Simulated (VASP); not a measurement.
# ZnAu (Pm-3m) in VASP: a series of runs, part 3 of 3

VASP 6.6.1.

### Step 6. Single point, PBE (volume scaled by 0.91)

INCAR reads:

```
SYSTEM = ZnAu
  PREC = Accurate
  ENCUT = 520
  EDIFF = 1E-6
  ISMEAR = 0
  SIGMA = 0.1
  LREAL = .False.
  LASPH = .True.
  NELM = 60
  ALGO = Fast
  ISIF = 2
  LWAVE = .False.
  LCHARG = .False.
  GGA = PE
  NBANDS = 18
```

KPOINTS reads:

```
Automatic mesh
0
Gamma
  14 14 14
  0 0 0
```

POSCAR reads:

```
ZnAu
1.0
    3.0880753650      0.0000000000      0.0000000000
    0.0000000000      3.0880753650      0.0000000000
    0.0000000000      0.0000000000      3.0880753650
Zn Au
1 1
Direct
    0.5000000000      0.5000000000      0.5000000000
    0.0000000000      0.0000000000      0.0000000000
```

Potentials or basis: VASP PAW PBE potentials, release 64 (Zn, Au).

Command:

```bash
$ cat potpaw_PBE.64/Zn/POTCAR potpaw_PBE.64/Au/POTCAR > POTCAR
$ mpirun -np 1 vasp_std > vasp.out
```

OUTCAR:

```text
SYSTEM = ZnAu
   PREC = Accurate
   ENCUT = 520
   EDIFF = 1E-6
   ISMEAR = 0
   LREAL = .False.
   LASPH = .True.
   NELM = 60
   ISIF = 2
   GGA = PE

 ion  position               nearest neighbor table
   1  0.500  0.500  0.500-   2 2.67   2 2.67   2 2.67   2 2.67   2 2.67   2 2.67   2 2.67   2 2.67

   2  0.000  0.000  0.000-   1 2.67   1 2.67   1 2.67   1 2.67   1 2.67   1 2.67   1 2.67   1 2.67

  LATTYP: Found a simple cubic cell.
 ALAT       =     3.0880753650

  Lattice vectors:

 A1 = (   3.0880753650,   0.0000000000,   0.0000000000)
 A2 = (   0.0000000000,   3.0880753650,   0.0000000000)
[... 674 lines left out ...]
      5       0.2489      2.00000
      6       0.5658      2.00000
[... 10 lines left out ...]
     17      22.6789      0.00000
     18      22.9751      0.00000

 [... further k-points ...]
[... 5 lines left out ...]
  --------------------------------------------------------------------------------------
  -------------------------------------------------------------------------------------
  Total        2.6154648      2.6154648      2.6154648      0.0000000      0.0000000      0.0000000
  in kB      142.2970154    142.2970154    142.2970154      0.0000000      0.0000000      0.0000000
  external PRESSURE =     142.2970154 kB  Pullay stress =       0.0000000 kB

 VOLUME and BASIS-vectors are now :
 -----------------------------------------------------------------------------
  energy-cutoff  :      520.00
  volume of cell :       29.45
      direct lattice vectors                 reciprocal lattice vectors
     3.088075365  0.000000000  0.000000000     0.323826294  0.000000000  0.000000000
     0.000000000  3.088075365  0.000000000     0.000000000  0.323826294  0.000000000
     0.000000000  0.000000000  3.088075365     0.000000000  0.000000000  0.323826294

 POSITION                                       TOTAL-FORCE (eV/Angst)
 -----------------------------------------------------------------------------------
      1.54404      1.54404      1.54404         0.000000      0.000000      0.000000
      0.00000      0.00000      0.00000         0.000000      0.000000      0.000000
 -----------------------------------------------------------------------------------
    total drift:                                0.000000      0.000000     -0.000000

  FREE ENERGIE OF THE ION-ELECTRON SYSTEM (eV)
  ---------------------------------------------------
  free  energy   TOTEN  =        -4.6268311803 eV

  energy  without entropy=       -4.6231863320  energy(sigma->0) =       -4.62500876
```

OSZICAR:

```text
N       E                     dE             d eps       ncg     rms          rms(c)
DAV:   1     0.131051054149E+03    0.13105E+03   -0.11560E+04  4512   0.169E+03
DAV:   2     0.398050210722E+00   -0.13065E+03   -0.12385E+03  4394   0.315E+02
DAV:   3    -0.506095863828E+01   -0.54590E+01   -0.54219E+01  4834   0.692E+01
DAV:   4    -0.510679993971E+01   -0.45841E-01   -0.45825E-01  4688   0.557E+00
DAV:   5    -0.510728178207E+01   -0.48184E-03   -0.48183E-03  4622   0.622E-01    0.100E+01
RMM:   6    -0.466441981196E+01    0.44286E+00   -0.85723E-01  4472   0.814E+00    0.625E+00
RMM:   7    -0.463456349868E+01    0.29856E-01   -0.53156E-02  4818   0.201E+00    0.306E+00
RMM:   8    -0.462694687259E+01    0.76166E-02   -0.72639E-03  4767   0.836E-01    0.111E-01
RMM:   9    -0.462682770167E+01    0.11917E-03   -0.16727E-03  5042   0.364E-01    0.124E-01
RMM:  10    -0.462685213380E+01   -0.24432E-04   -0.24623E-04  5362   0.131E-01    0.833E-02
RMM:  11    -0.462683390502E+01    0.18229E-04   -0.65471E-05  5118   0.647E-02    0.247E-02
RMM:  12    -0.462683166369E+01    0.22413E-05   -0.29303E-05  5068   0.573E-02    0.109E-02
RMM:  13    -0.462683118026E+01    0.48343E-06   -0.70786E-06  4910   0.281E-02
   1 F= -.46268312E+01 E0= -.46250088E+01  d E =-.364485E-02
```

stdout:

```text
POSCAR found type information on POSCAR ZnAu
 POSCAR found :  2 types and       2 ions
 scaLAPACK will be used
 LDA part: xc-table for (Slater+PW92), standard interpolation
 POSCAR, INCAR and KPOINTS ok, starting setup
 FFT: planning ... GRIDC
 FFT: planning ... GRID_SOFT
 FFT: planning ... GRID
 WAVECAR not read
 entering main loop
WARNING in EDDRMM: call to ZHEGV failed, returncode =   8  4     18
```

Run time: 2 min. Hardware: 1 thread of AMD EPYC 7R13, shared host; peak memory 0.16 GiB.

What came out:

* Free energy: -4.6268 eV
* Pressure: 14.2 GPa

Levels at points of the mesh, in eV from the Fermi level:
```csv
k point,band 8,band 9,band 10,band 11,band 12,band 13,band 14,band 15,band 16,band 17
"(0.00, 0.00, 0.00)",-5.67,-3.87,-3.87,-3.87,5.06,5.06,5.06,9.57,12.52,12.52
"(0.50, 0.00, 0.00)",-5.66,-5.20,-5.20,-4.07,-2.42,10.50,11.48,11.48,11.71,11.71
"(0.50, 0.50, 0.00)",-4.22,-4.22,-3.25,-2.24,-2.24,1.03,2.83,10.70,12.87,12.87
"(0.50, 0.50, 0.50)",-6.86,-3.20,-3.20,1.55,3.80,3.80,3.80,3.94,6.17,6.17
```

Caveat: spin-orbit coupling is left out, which moves the levels of the heavy elements.

### Step 7. Summary

| task | cell | cutoff (eV) | gap on the mesh (eV) | pressure (GPa) |
| --- | --- | --- | --- | --- |
| single point | a = 3.187 Å, 2 atoms | 520 | none | 0.0 |
| relaxation of cell and atoms | relaxed from a = 3.147 Å, 2 atoms | 600 | none | 0.0 |
| single point | a = 3.290 Å, 2 atoms | 520 | none | -8.4 |
| single point | a = 3.054 Å, 2 atoms | 520 | none | 21.3 |
| single point | a = 3.088 Å, 2 atoms | 520 | none | 14.2 |

Alike in all rows: level PBE; potentials or basis VASP PAW PBE potentials, release 64 (Zn, Au); no spin polarisation; k mesh 14 × 14 × 14; smearing gaussian 0.1 eV.

Caveats: spin-orbit coupling is left out, which moves the levels of the heavy elements.

Total energies depend on the potentials used, so only differences within one code and one set of settings carry meaning.
